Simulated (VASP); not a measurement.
Write the native input for VASP 6.6.1 that does the following.

```yaml
Task: single point
Functional: r2SCAN
Potentials_or_basis: VASP PAW PBE potentials, release 64 (Hg, Te)
Cutoff: 550 eV
k_mesh: 6 × 6 × 6
Occupations: fermi-dirac, width 0.02 eV
Spin: no spin polarisation
Dipole_correction: no
Further_INCAR_settings: ALGO = Normal; EDIFF = 1e-06; NBANDS = 16
```

HgTe:

```xyz
2
Lattice="0.0000 3.2560 3.2560 3.2560 0.0000 3.2560 3.2560 3.2560 0.0000" Properties=species:S:1:pos:R:3 pbc="T T T"
Hg    0.0000    0.0000    0.0000
Te    1.6280    1.6280    1.6280
```

The input as run:

POSCAR

```
HgTe
1.0
    0.0000000000      3.2559708010      3.2559708010
    3.2559708010      0.0000000000      3.2559708010
    3.2559708010      3.2559708010      0.0000000000
Hg Te
1 1
Direct
    0.0000000000      0.0000000000      0.0000000000
    0.2500000000      0.2500000000      0.2500000000
```

INCAR.step1

```
SYSTEM = HgTe
PREC = Accurate ; ENCUT = 550
ISMEAR = -1 ; SIGMA = 0.02
LREAL = .False. ; LASPH = .True.
NELM = 120 ; NBANDS = 16
GGA = PE ; ALGO = Normal
EDIFF = 1E-5 ; LWAVE = .True.
LCHARG = .False. ; GGA_COMPAT = .False.
```

INCAR.step2

```
SYSTEM = HgTe
PREC = Accurate ; ENCUT = 550
EDIFF = 1E-6 ; ISMEAR = -1
SIGMA = 0.02 ; LREAL = .False.
LASPH = .True. ; NELM = 120
ALGO = Normal ; ISIF = 2
LWAVE = .False. ; LCHARG = .False.
METAGGA = R2SCAN ; LMIXTAU = .True.
NBANDS = 16 ; ISTART = 1
GGA_COMPAT = .False.
```

KPOINTS

```
Automatic mesh
0
Gamma
  6 6 6
  0 0 0
```

Potentials or basis: VASP PAW PBE potentials, release 64 (Hg, Te).

Command:

```console
$ cat potpaw_PBE.64/Hg/POTCAR potpaw_PBE.64/Te/POTCAR > POTCAR
$ cp INCAR.step1 INCAR
$ mpirun -np 1 vasp_std > vasp.out
$ cp INCAR.step2 INCAR
$ mpirun -np 1 vasp_std > vasp.out
```

It gave:

The pressure is 1.3 GPa and the band gap on the k mesh is zero (filled and empty bands touch).

Caveat: semilocal functionals underestimate gaps, so a narrow gap can read as zero; the PAW data sets were made with another functional, which shifts forces and pressure a little; spin-orbit coupling is left out, which moves the levels of the heavy elements.

It took 61 s on 1 thread of AMD EPYC 9R45 96-Core Processor (Zen 5) (shared host), peak memory 0.19 GiB.
